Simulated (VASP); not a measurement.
# Al9N in VASP: relaxation of the atoms with PBE

Aim: the relaxation of the atoms of Al9N with PBE.

Everything below comes from runs of VASP 6.6.1. Logs are shortened: lines on timing, memory, paths and dates and some standing lists are left out, and cuts for length are marked.

### 1 The cell of the first run

The cell holds a slab with vacuum, 10 atoms: a = 2.854 Å, b = 2.854 Å, c = 34.261 Å, α = 90.00°, β = 90.00°, γ = 120.00°.

### 2 Relaxation of the atoms, PBE

The input, INCAR:

```
SYSTEM = Al9N
PREC = Accurate
ENCUT = 520
EDIFF = 1E-6
ISMEAR = 0
SIGMA = 0.1
LREAL = .False.
LASPH = .True.
NELM = 60
ALGO = Normal
ISIF = 2
LWAVE = .False.
LCHARG = .False.
LDIPOL = .True.
IDIPOL = 3
DIPOL = 0.5 0.5 0.422
GGA = PE
IBRION = 2
NSW = 36
EDIFFG = -0.025
KPAR = 4
```

The input, KPOINTS:

```
Automatic mesh
0
Gamma
  9 9 1
  0 0 0
```

The input, POSCAR:

```
Al9N
1.0
    2.8535431553      0.0000000000      0.0000000000
   -1.4267715776      2.4712408633      0.0000000000
    0.0000000000      0.0000000000     34.2605581613
Al N
9 1
Selective dynamics
Direct
    0.3333333333      0.6666666667      0.1167523302  F F F
    0.0000000000      0.0000000000      0.1852090271  F F F
    0.6666666667      0.3333333333      0.2536657239  F F F
    0.0000000000      0.0000000000      0.3221224208  F F F
    0.3333333333      0.6666666667      0.3899858396  F F F
    0.0000000000      0.0000000000      0.4578168550  F F F
    0.6666666667      0.3333333333      0.5268325041  F F F
    0.0000000000      0.0000000000      0.5950901740  F F F
    0.3333333333      0.6666666667      0.6643370506  F F F
    0.3333333333      1.0000000000      0.7109282300  F F T
```

Potentials or basis: VASP PAW PBE potentials, release 64 (Al, N).

Started as:

```bash
> cat potpaw_PBE.64/Al/POTCAR potpaw_PBE.64/N/POTCAR > POTCAR
> mpirun -np 4 vasp_std > vasp.out
```

OUTCAR:

```text
SYSTEM = Al9N
   PREC = Accurate
   ENCUT = 520
   EDIFF = 1E-6
   ISMEAR = 0
   LREAL = .False.
   LASPH = .True.
   NELM = 60
   ISIF = 2
   GGA = PE
   IBRION = 2
   NSW = 36
   EDIFFG = -0.025

 ion  position               nearest neighbor table
   1  0.333  0.667  0.117-   2 2.87   2 2.87   2 2.87
   2  0.000  0.000  0.185-   3 2.87   3 2.87   3 2.87   1 2.87   1 2.87   1 2.87
   3  0.667  0.333  0.254-   2 2.87   2 2.87   2 2.87   4 2.87   4 2.87   4 2.87
   4  0.000  0.000  0.322-   5 2.85   5 2.85   5 2.85   3 2.87   3 2.87   3 2.87
   5  0.333  0.667  0.390-   6 2.85   6 2.85   6 2.85   4 2.85   4 2.85   4 2.85
   6  0.000  0.000  0.458-   5 2.85   5 2.85   5 2.85   7 2.88   7 2.88   7 2.88
   7  0.667  0.333  0.527-   8 2.86   8 2.86   8 2.86   6 2.88   6 2.88   6 2.88
   8  0.000  0.000  0.595-   7 2.86   7 2.86   7 2.86   9 2.89   9 2.89   9 2.89
   9  0.333  0.667  0.664-  10 1.86  10 2.48   8 2.89   8 2.89   8 2.89
  10  0.333  0.000  0.711-   9 1.86   9 2.48

  LATTYP: Found a hexagonal cell.
 ALAT       =     2.8535431553
 C/A-ratio  =    12.0063220693

  Lattice vectors:

 A1 = (   2.8535431553,   0.0000000000,   0.0000000000)
 A2 = (  -1.4267715776,   2.4712408633,   0.0000000000)
 A3 = (   0.0000000000,   0.0000000000,  34.2605581613)

Analysis of symmetry for initial positions (statically):
=====================================================================
 Subroutine PRICEL returns:
 Original cell was already a primitive cell.

 Routine SETGRP: Setting up the symmetry group for a
 hexagonal supercell.

 Subroutine GETGRP returns: Found  1 space group operations
 (whereof  1 operations were pure point group operations)
 out of a pool of 24 trial point group operations.

The static configuration has the point symmetry C_1 .

Analysis of symmetry for dynamics (positions and initial velocities):
=====================================================================
 Subroutine PRICEL returns:
 Original cell was already a primitive cell.

 Routine SETGRP: Setting up the symmetry group for a
 hexagonal supercell.

 Subroutine GETGRP returns: Found  1 space group operations
 (whereof  1 operations were pure point group operations)
 out of a pool of 24 trial point group operations.

The dynamic configuration has the point symmetry C_1 .
[... 138 lines left out ...]
   TEBEG  =    0.0;   TEEND  =   0.0 temperature during run
   PSTRESS=    0.0 pullay stress
   NELECT =      32.0000    total number of electrons
   NUPDOWN=      -1.0000    fix difference up-down
   EMIN   =  10.00;   EMAX   =-10.00  energy-range for DOS
   EFERMI =   0.00;   METHOD = LEGACY
   ISMEAR =     0;   SIGMA  =   0.10  broadening in eV -4-tet -1-fermi 0-gaus
   EFERMI_NEDOS =   21; number of points for ismear=-14 and -15
   IALGO  =     38    algorithm
   IMIX   =      4    mixing-type and parameters
     AMIX     =   0.40;   BMIX     =  1.00
     AMIX_MAG =   1.60;   BMIX_MAG =  1.00
  volume/ion in A,a.u.               =      24.16       163.04
  Fermi-wavevector in a.u.,A,eV,Ry     =   0.834501  1.576978  9.474986  0.696392
  Thomas-Fermi vector in A             =   1.947903
   LORBIT       =      0    0 simple, 1 ext, 2 COOP (PROOUT), +10 PAW based schemes
   GGA     = PE    functional components
   LHFCALC =     F    Hartree Fock is set to
   AEXX    =    0.0000 exact exchange contribution
   IVDW    =     0    specifies the selected vdW correction
   LEPSILON=     F    determine dielectric tensor
   LRPA    =     F    only Hartree local field effects (RPA)
 conjugate gradient relaxation of ions
 non-spin polarized calculation
 Gauss-broadening in eV      SIGMA  =   0.10
  energy-cutoff  :      520.00
  volume of cell :      241.60
 maximum number of plane-waves:      6547
 NGX is ok and might be reduce to    24
   NGX = 11   NGY = 11   NGZ =127

--------------------------------------- Ionic step        1  -------------------------------------------

 number of electron      31.9999999 magnetization

 Free energy of the ion-electron system (eV)
  ---------------------------------------------------
  ext. energy  EPLUGINS =         0.00000000
  ---------------------------------------------------
  free energy    TOTEN  =       -38.31368019 eV

  energy without entropy =      -38.28244987  energy(sigma->0) =      -38.29806503

------------------------ aborting loop because EDIFF is reached ----------------------------------------

  FORCE on cell =-STRESS in cart. coord.  units (eV):
  Direction    XX          YY          ZZ          XY          YZ          ZX
  --------------------------------------------------------------------------------------
  -------------------------------------------------------------------------------------
  Total       -1.3320247     -1.6507172     -2.3865349      0.1652711      1.4389255     -0.6388000
  in kB       -8.8334208    -10.9468536    -15.8264831      1.0960076      9.5423409     -4.2362497
  external PRESSURE =     -11.8689192 kB  Pullay stress =       0.0000000 kB
[... 119 lines left out ...]
--------------------------------------- Ionic step        4  -------------------------------------------

 number of electron      31.9999999 magnetization

 dipolmoment           0.000000      0.000000      0.164745 electrons x Angstroem

 Free energy of the ion-electron system (eV)
  ---------------------------------------------------
  ext. energy  EPLUGINS =         0.00000000
  ---------------------------------------------------
  free energy    TOTEN  =       -38.41929921 eV

  energy without entropy =      -38.38402986  energy(sigma->0) =      -38.40166454

 E-fermi :   2.7218     XC(G=0):  -7.1125

 val. band max:        2.7198634655   @ k =  -0.4444   0.3333   0.0000
 cond. band min:       2.7306627073   @ k =   0.4444   0.1111   0.0000
 fundamental gap:      0.0107992418
 Fermi energy:         2.7217885032

 k-point     1 :       0.0000    0.0000    0.0000
  band No.  band energies     occupation
      1     -11.6544      2.00000
      2      -8.3353      2.00000
      3      -8.0570      2.00000
      4      -7.6727      2.00000
      5      -7.0769      2.00000
      6      -6.3367      2.00000
[... 589 lines left out ...]
     21       4.3830      0.00000
     22       4.7273      0.00000

 [... further k-points ...]

------------------------ aborting loop because EDIFF is reached ----------------------------------------

 vacuum level on the upper side and lower side of the slab       (xc-potential included)         1.965        -2.234

  FORCE on cell =-STRESS in cart. coord.  units (eV):
  Direction    XX          YY          ZZ          XY          YZ          ZX
  --------------------------------------------------------------------------------------
  -------------------------------------------------------------------------------------
  Total       -0.9906798     -0.5918247      0.4489080     -0.4433723      3.0955477     -1.6137534
  in kB       -6.5697664     -3.9247295      2.9769668     -2.9402564     20.5283542    -10.7017256
  external PRESSURE =      -2.5058431 kB  Pullay stress =       0.0000000 kB
[... 25 lines left out ...]
  FREE ENERGIE OF THE ION-ELECTRON SYSTEM (eV)
  ---------------------------------------------------
  free  energy   TOTEN  =       -38.4192992096 eV

  energy  without entropy=      -38.3840298608  energy(sigma->0) =      -38.40166454

 reached required accuracy - stopping structural energy minimisation

 vacuum level on the upper side and lower side of the slab        10.920         6.655
```

CONTCAR:

```text
Al9N
   1.00000000000000
     2.8535431553000001    0.0000000000000000    0.0000000000000000
    -1.4267715776000001    2.4712408632999998    0.0000000000000000
     0.0000000000000000    0.0000000000000000   34.2605581612999970
  Al              N
     9     1
Selective dynamics
Direct
     0.3333333332999970    0.6666666667000030    0.1167523302000006   F   F   F
     0.0000000000000000    0.0000000000000000    0.1852090271000009   F   F   F
     0.6666666667000030    0.3333333332999970    0.2536657238999993   F   F   F
     0.0000000000000000    0.0000000000000000    0.3221224207999995   F   F   F
     0.3333333332999970    0.6666666667000030    0.3899858396000013   F   F   F
     0.0000000000000000    0.0000000000000000    0.4578168549999972   F   F   F
     0.6666666667000030    0.3333333332999970    0.5268325040999997   F   F   F
     0.0000000000000000    0.0000000000000000    0.5950901739999992   F   F   F
     0.3333333332999970    0.6666666667000030    0.6643370505999968   F   F   F
     0.3333333332999970    0.0000000000000000    0.7071281109358618   F   F   T

  0.00000000E+00  0.00000000E+00  0.00000000E+00
  0.00000000E+00  0.00000000E+00  0.00000000E+00
  0.00000000E+00  0.00000000E+00  0.00000000E+00
  0.00000000E+00  0.00000000E+00  0.00000000E+00
  0.00000000E+00  0.00000000E+00  0.00000000E+00
  0.00000000E+00  0.00000000E+00  0.00000000E+00
  0.00000000E+00  0.00000000E+00  0.00000000E+00
  0.00000000E+00  0.00000000E+00  0.00000000E+00
  0.00000000E+00  0.00000000E+00  0.00000000E+00
  0.00000000E+00  0.00000000E+00  0.00000000E+00
```

Run time: 8.5 min. Hardware: 4 MPI ranks of Intel Xeon Platinum 8259CL at 2.50GHz (Skylake/Cascade Lake), shared host; peak memory 0.52 GiB.

Results:

- Free energy: -38.4193 eV
- Energy gained by relaxing: 10.6 meV/atom
- Ionic steps: 4

The path:
```csv
step,energy change (eV),largest force on free atoms (eV/Å),pressure (GPa)
1,0.0000,1.4904,-1.19
2,-0.0823,0.7660,-0.71
3,-0.1056,0.0367,-0.22
4,-0.1056,0.0028,-0.25
```

Final structure:
```yaml
crystal:
  lattice:
    - [2.85354, 0.00000, 0.00000]
    - [-1.42677, 2.47124, 0.00000]
    - [0.00000, 0.00000, 34.26056]
  atoms:
    - { symbol: Al, position: [0.33333, 0.66667, 0.11675] }
    - { symbol: Al, position: [0.00000, 0.00000, 0.18521] }
    - { symbol: Al, position: [0.66667, 0.33333, 0.25367] }
    - { symbol: Al, position: [0.00000, 0.00000, 0.32212] }
    - { symbol: Al, position: [0.33333, 0.66667, 0.38999] }
    - { symbol: Al, position: [0.00000, 0.00000, 0.45782] }
    - { symbol: Al, position: [0.66667, 0.33333, 0.52683] }
    - { symbol: Al, position: [0.00000, 0.00000, 0.59509] }
    - { symbol: Al, position: [0.33333, 0.66667, 0.66434] }
    - { symbol: N, position: [0.33333, 0.00000, 0.70713] }
```

Levels at points of the mesh, in eV from the Fermi level:
```
           k point  band 12  band 13  band 14  band 15  band 16  band 17  band 18  band 19
(0.00, 0.00, 0.00)    -2.37    -1.12     0.20     0.89     1.24     1.81     3.18     4.22
```

Caveat: the highest band is partly filled, so the run has too few bands.
